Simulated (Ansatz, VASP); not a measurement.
**One calculation of KCl, two programs**

File POSCAR:

```
KCl
1.0
    3.7708086043      0.0000000000      0.0000000000
    0.0000000000      3.7708086043      0.0000000000
    0.0000000000      0.0000000000      3.7708086043
K Cl
1 1
Direct
    0.0000000000      0.0000000000      0.0000000000
    0.5000000000      0.5000000000      0.5000000000
```

INCAR.step1

```
SYSTEM = KCl
PREC = Accurate ; ENCUT = 520
EDIFF = 1E-5 ; ISMEAR = 0
SIGMA = 0.01 ; LREAL = .False.
LASPH = .True. ; NELM = 80
ALGO = Normal ; ISIF = 2
LWAVE = .True. ; GGA = PE
NBANDS = 15
```

INCAR.step2

```
SYSTEM = KCl
PREC = Accurate ; ENCUT = 520
EDIFF = 1E-6 ; ISMEAR = 0
SIGMA = 0.01 ; LREAL = .False.
LASPH = .True. ; NELM = 80
ALGO = Normal ; ISIF = 2
LWAVE = .False. ; LCHARG = .True.
GGA = PE ; LHFCALC = .True.
AEXX = 0.1 ; HFSCREEN = 0.3
PRECFOCK = Normal ; LELF = .True.
LVHAR = .True. ; ISTART = 1
NBANDS = 15
```

KPOINTS

```
Automatic mesh
0
Gamma
  4 4 4
  0 0 0
```

Input for Ansatz:

```yaml
crystal:
  lattice:
    - [3.7708086043, 0.0, 0.0]
    - [0.0, 3.7708086043, 0.0]
    - [0.0, 0.0, 3.7708086043]
  atoms:
    - { symbol: K, position: [0.0, 0.0, 0.0] }
    - { symbol: Cl, position: [0.5, 0.5, 0.5] }
kpoints:
  mp_grid: { grid: [4, 4, 4] }
hamiltonian:
  xc: { exchange: pbe, correlation: pbe, exx: { coeff: 0.1, omega: 0.3 } }
scf:
  occupations: { method: fixed }
  n_extra_bands: 4
output:
  forces: true
  stress: true
  eigenvalues: true
```

Alike in both runs: task single point; functional PBE-based screened hybrid with a share of 0.1 of exact exchange and HFSCREEN = 0.3; k mesh 4 × 4 × 4; no spin polarisation.

|  | VASP | Ansatz |
| --- | --- | --- |
| version | VASP 6.6.1 | Ansatz 0.2.0 |
| potentials or method | VASP PAW PBE potentials, release 64 (K_sv, Cl) | plane waves |
| plane-wave cutoff (eV) | 520 | 420 |
| occupations | gaussian, width 0.01 eV | fixed |
| valence electrons in the cell | 16 | 16 |

|  | VASP | Ansatz | Ansatz less VASP |
| --- | --- | --- | --- |
| gap on the k mesh at the Fermi level (eV) | 5.46 | 5.46 | +0.001 |
| pressure (GPa) | 1.0 | 0.9 | -0.03 |

VASP's potentials were made for PBE, not for PBE-based screened hybrid. Ansatz's warnings: stress exchange threshold loose, stress scf threshold loose.
